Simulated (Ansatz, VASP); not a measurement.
**One calculation of BP, two programs**

```
CELL_PARAMETERS angstrom
0.00000 2.26900 2.26900
2.26900 0.00000 2.26900
2.26900 2.26900 0.00000
ATOMIC_POSITIONS crystal
P 0.75000 0.75000 0.75000
B 0.00000 0.00000 0.00000
```

Alike in both runs: task single point; functional PBE; k mesh 10 × 10 × 10; occupations gaussian, width 0.015 eV; no spin polarisation.

|  | VASP | Ansatz |
| --- | --- | --- |
| version | VASP 6.6.1 | Ansatz 0.2.0 |
| potentials or method | VASP PAW PBE potentials, release 64 (P, B), cutoff 520 eV | all-electron LAPW, scalar-relativistic |

|  | VASP | Ansatz | Ansatz less VASP |
| --- | --- | --- | --- |
| gap on the k mesh at the Fermi level (eV) | 1.24 | 1.25 | +0.007 |
| least direct gap on the mesh (eV) | 3.40 | 3.41 | +0.006 |
| pressure (GPa) | 0.9 | 1.1 | +0.20 |

Ansatz ran all-electron here, and VASP with PAW potentials.
